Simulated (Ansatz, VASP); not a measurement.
**GaN in VASP and in Ansatz**

INCAR

```
  PREC = Accurate
  ENCUT = 520
  EDIFF = 1E-6
  ISMEAR = 0
  SIGMA = 0.1
  LREAL = F
  LASPH = T
  NELM = 80
  ALGO = Normal
  ISIF = 2
  LWAVE = F
  LCHARG = F
  GGA = PE
  NBANDS = 26
```

KPOINTS

```
Automatic mesh
0
Gamma
  6 6 4
```

File POSCAR:

```
GaN
1.0
    3.1889304035      0.0000000000      0.0000000000
   -1.5944652018      2.7616947404      0.0000000000
    0.0000000000      0.0000000000      5.1923572500
Ga N
2 2
Direct
    0.6666666700      0.3333333300      0.4990837100
    0.3333333300      0.6666666700      0.9990837100
    0.6666666700      0.3333333300      0.8759162900
    0.3333333300      0.6666666700      0.3759162900
```

Input for Ansatz:

```yaml
crystal:
  lattice:
    - [3.1889304035, 0.0, 0.0]
    - [-1.5944652018, 2.7616947404, 0.0]
    - [0.0, 0.0, 5.19235725]
  atoms:
    - { symbol: Ga, position: [0.66666667, 0.33333333, 0.49908371] }
    - { symbol: Ga, position: [0.33333333, 0.66666667, 0.99908371] }
    - { symbol: "N", position: [0.66666667, 0.33333333, 0.87591629] }
    - { symbol: "N", position: [0.33333333, 0.66666667, 0.37591629] }
basis:
  ecutwfc: 420
kpoints:
  mp_grid: { grid: [6, 6, 4] }
hamiltonian:
  xc: pbe
scf:
  occupations: { method: gaussian, width: 0.1 }
  lower_state_search: "off"
output:
  forces: true
  stress: true
  eigenvalues: true
```

Alike in both runs: task single point; functional PBE; k mesh 6 × 6 × 4; occupations gaussian, width 0.1 eV; no spin polarisation.

|  | VASP | Ansatz |
| --- | --- | --- |
| version | VASP 6.6.1 | Ansatz 0.2.0 |
| potentials or method | VASP PAW PBE potentials, release 64 (Ga_d, N), cutoff 520 eV | scalar-relativistic, plane waves, PAW |
| valence electrons in the cell | 36 | 36 |

Ansatz gave:

| Item | Value |
| --- | --- |
| gap on the k mesh at the Fermi level (eV) | 1.90 |
| least direct gap on the mesh (eV) | 1.90 |
| pressure (GPa) | 5.1 |
| traceless stress, the component that is largest in VASP (GPa) | 0.03 |
| rms of the force components (eV/Å) | 0.003 |

Question: What did VASP give for the same quantities?

Answer: gap on the k mesh at the Fermi level (eV): 1.91; least direct gap on the mesh (eV): 1.91; pressure (GPa): 5.2; traceless stress, the component that is largest in VASP (GPa): 0.06; rms of the force components (eV/Å): 0.003.

Atom by atom the forces differ by 0.000 eV/Å (rms over components). With one functional, cell and mesh, what is left measures potentials, basis and numerics.
